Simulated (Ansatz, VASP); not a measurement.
## Two plane-wave programs on MgS

```
CELL_PARAMETERS angstrom
0.00000 2.60165 2.60165
2.60165 0.00000 2.60165
2.60165 2.60165 0.00000
ATOMIC_POSITIONS crystal
Mg 0.00000 0.00000 0.00000
S 0.50000 0.50000 0.50000
```

Alike in both runs: task electric field gradients; functional PBE; k mesh 8 × 8 × 8; occupations fermi-dirac, width 0.01 eV; no spin polarisation.

```csv
,VASP,Ansatz
version,VASP 6.6.1,Ansatz 0.2.0
potentials or method,"VASP PAW PBE potentials, release 64 (Mg, S)","PAW with Ansatz's default frozen-core files, scalar-relativistic"
plane-wave cutoff (eV),520,420
valence electrons in the cell,8,16
```

|  | VASP | Ansatz | Ansatz less VASP |
| --- | --- | --- | --- |
| gap on the k mesh at the Fermi level (eV) | 2.78 | 2.79 | +0.014 |
| pressure (GPa) | 0.9 | 1.2 | +0.30 |

VASP's potentials hold 8 valence electrons a cell and Ansatz's 16, so a difference there can come from the potentials and not from the codes.
